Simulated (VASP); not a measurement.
Input of a VASP 6.6.1 run:

File INCAR:

```
SYSTEM = InP
PREC = Accurate ; ENCUT = 600
EDIFF = 1E-6 ; ISMEAR = -1
SIGMA = 0.05 ; LREAL = .FALSE.
LASPH = .TRUE. ; NELM = 60
ALGO = Normal ; ISIF = 3
LWAVE = .FALSE. ; LCHARG = .FALSE.
GGA = B5 ; ALDAX = 1.0
AGGAX = 1.0 ; AGGAC = 1.0
ALDAC = 0.0 ; IBRION = 2
NSW = 60 ; EDIFFG = -0.01
```

The input KPOINTS:

```
Automatic mesh
0
G
  8 8 8
  0 0 0
```

File POSCAR:

```
InP
1.0
    0.0000000000      2.9305000000      2.9305000000
    2.9305000000      0.0000000000      2.9305000000
    2.9305000000      2.9305000000      0.0000000000
In P
1 1
Direct
    0.0000000000      0.0000000000      0.0000000000
    0.7500000000      0.7500000000      0.7500000000
```

Potentials or basis: VASP PAW PBE potentials, release 64 (In_d, P).

Launch:

```bash
$ cat potpaw_PBE.64/In_d/POTCAR potpaw_PBE.64/P/POTCAR > POTCAR
$ mpirun -np 1 vasp_std > vasp.out
```

Question: What does it give for the relaxed volume?

Answer: 28.00 Å³/atom.

Question: Predict the relaxed cell.

Answer: a = 4.294 Å, b = 4.294 Å, c = 4.294 Å, α = 60.00°, β = 60.00°, γ = 60.00°.

Final structure:
```
CELL_PARAMETERS angstrom
0.00000 3.03664 3.03664
3.03664 0.00000 3.03664
3.03664 3.03664 0.00000
ATOMIC_POSITIONS crystal
In 0.00000 0.00000 0.00000
P 0.75000 0.75000 0.75000
```

Caveat: the PAW data sets were made with another functional, which shifts forces and pressure a little; the volume moved by +11 % from the deposited cell, more than functionals usually miss. BLYP gives volumes clearly too large for solids.
